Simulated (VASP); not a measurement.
Here is a VASP 6.6.1 calculation.

The input POSCAR:

```
CsI
1.0
    4.6089388486      0.0000000000      0.0000000000
    0.0000000000      4.6089388486      0.0000000000
    0.0000000000      0.0000000000      4.6089388486
Cs I
1 1
Direct
    0.0000000000      0.0000000000      0.0000000000
    0.5000000000      0.5000000000      0.5000000000
```

INCAR.step1

```
SYSTEM = CsI
PREC = Accurate
ENCUT = 550
ISMEAR = -1
SIGMA = 0.1
LREAL = .FALSE.
LASPH = .TRUE.
NELM = 120
NBANDS = 15
GGA = PE
ALGO = Normal
EDIFF = 1E-5
LWAVE = .TRUE.
LCHARG = .FALSE.
GGA_COMPAT = .FALSE.
```

INCAR.step2

```
SYSTEM = CsI
PREC = Accurate
ENCUT = 550
EDIFF = 1E-6
ISMEAR = -1
SIGMA = 0.1
LREAL = .FALSE.
LASPH = .TRUE.
NELM = 120
ALGO = Normal
ISIF = 2
LWAVE = .FALSE.
LCHARG = .FALSE.
METAGGA = R2SCAN
LMIXTAU = .TRUE.
NBANDS = 15
ISTART = 1
GGA_COMPAT = .FALSE.
```

File KPOINTS:

```
regular mesh
0
G
  8 8 8
  0 0 0
```

Potentials or basis: VASP PAW PBE potentials, release 64 (Cs_sv, I).

Run with:

```sh
$ cat potpaw_PBE.64/Cs_sv/POTCAR potpaw_PBE.64/I/POTCAR > POTCAR
$ cp INCAR.step1 INCAR
$ mpirun -np 1 vasp_std > vasp.out
$ cp INCAR.step2 INCAR
$ mpirun -np 1 vasp_std > vasp.out
```

(1) Estimate the band gap on the k mesh.

(2) What does it give for the pressure?

Results:

(1) 4.50 eV (least direct gap 4.59 eV).

(2) 0.0 GPa.

Caveat: the PAW data sets were made with another functional, which shifts forces and pressure a little; spin-orbit coupling is left out, which moves the levels of the heavy elements.
